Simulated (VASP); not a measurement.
CuAu: single point with LDA

CuAu:

```
CELL_PARAMETERS angstrom
1.44306 0.83315 4.25617
-1.44306 0.83315 4.25617
0.00000 -1.66630 4.25617
ATOMIC_POSITIONS crystal
Cu 0.50000 0.50000 0.50000
Au 0.00000 0.00000 0.00000
```

```json
{
  "Program": "VASP 6.6.1",
  "Task": "single point",
  "Functional": "LDA",
  "Potentials or basis": "VASP PAW LDA potentials, release 64 (Cu, Au)",
  "Cutoff": "600 eV",
  "k mesh": "7 × 7 × 7",
  "Occupations": "methfessel-paxton, width 0.3 eV",
  "Spin": "no spin polarisation",
  "Dipole correction": "no",
  "Further INCAR settings": "ALGO = Normal; EDIFF = 1e-06; NBANDS = 18"
}
```

```json
{
 "Pressure": "-12.4 GPa",
 "Band gap on the k mesh": "zero (bands 11 and 12 overlap by 3.73 eV)"
}
```

Stress tensor (GPa, compression positive):
```
-14.30   0.00   0.00
  0.00 -14.30   0.00
  0.00   0.00  -8.71
```

Levels at points of the mesh, in eV from the Fermi level:
| k point | band 9 | band 10 | band 11 | band 12 | band 13 | band 14 |
| --- | --- | --- | --- | --- | --- | --- |
| (0.00, 0.00, 0.00) | -2.35 | -1.72 | -1.72 | -0.22 | 4.43 | 14.39 |

Wall time 43 s on 1 thread of Intel(R) Xeon(R) Platinum 8488C (Sapphire Rapids), with other jobs on the host, peak memory 0.22 GiB.

Caveat: the k points lie up to 0.37 Å⁻¹ apart, too coarse for converged energies and pressures of a metal; so wide a smearing shifts energies and pressures; spin-orbit coupling is left out, which moves the levels of the heavy elements.
